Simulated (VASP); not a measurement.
Set up this calculation in VASP 6.6.1, as the native input.

| Item | Value |
| --- | --- |
| Task | single point |
| Functional | LDA |
| Potentials or basis | VASP PAW LDA potentials, release 64 (Mg, O) |
| Cutoff | 520 eV |
| k mesh | 6 × 6 × 6 |
| Occupations | gaussian, width 0.05 eV |
| Spin | no spin polarisation |
| Dipole correction | no |
| Further INCAR settings | ALGO = Normal; EDIFF = 1e-06; NBANDS = 26 |

The structure of MgO lies in POSCAR:

```
MgO
1.0
    4.1607146133      0.0000000000      0.0000000000
    0.0000000000     -4.1607146133      0.0000000000
    0.0000000000      0.0000000000     -4.1607146133
Mg O
4 4
Direct
   -0.0530239000      1.0530239000      1.0249957062
    0.5000000000      0.5000000000      1.0000000000
    0.5000000000      1.0000000000      0.5000000000
    0.0000000000      0.5000000000      0.5000000000
    0.5000000000      0.0000000000      0.0000000000
    0.0000000000      0.5000000000      0.0000000000
    0.0000000000      0.0000000000      0.5000000000
    0.5000000000      0.5000000000      0.5000000000
```

This cell differs from its parent crystal: atom 1 (Mg) moved by -0.312 Å along [1 1 0] and -0.104 Å along [0 0 1].

The input as run:

INCAR

```
SYSTEM = MgO
PREC     = Accurate       ! precision mode
ENCUT    = 520            ! plane-wave cutoff, eV
EDIFF    = 1E-6           ! SCF threshold, eV
ISMEAR   = 0              ! smearing method
SIGMA    = 0.05           ! smearing width, eV
LREAL    = .False.        ! projectors in reciprocal space
LASPH    = .True.         ! aspherical terms in the spheres
NELM     = 80             ! most SCF steps
ALGO     = Normal         ! electronic algorithm
ISIF     = 2              ! what is computed and relaxed
LWAVE    = .False.        ! write WAVECAR
LCHARG   = .True.         ! write CHGCAR
GGA      = CA             ! functional
LELF     = .True.         ! ELF
LVHAR    = .True.       
NBANDS   = 26             ! bands
```

KPOINTS

```
regular mesh
0
Gamma
  6 6 6
  0 0 0
```

Potentials or basis: VASP PAW LDA potentials, release 64 (Mg, O).

Run with:

```console
$ cat potpaw_LDA.64/Mg/POTCAR potpaw_LDA.64/O/POTCAR > POTCAR
$ mpirun -np 1 vasp_std > vasp.out
```

Results of the run:

```
Pressure               : 1.7 GPa
Largest force          : 3.785 eV/Å
Band gap on the k mesh : 4.99 eV, direct
```

Caveat: the cell differs from its parent crystal (atom 1 (Mg) moved by -0.312 Å along [1 1 0] and -0.104 Å along [0 0 1]); forces of over 1 eV/Å act on the atoms, so gaps and moduli don't describe the material at rest.

It took 76 s on 1 thread of Intel Xeon 6975P-C (shared host), peak memory 0.22 GiB.
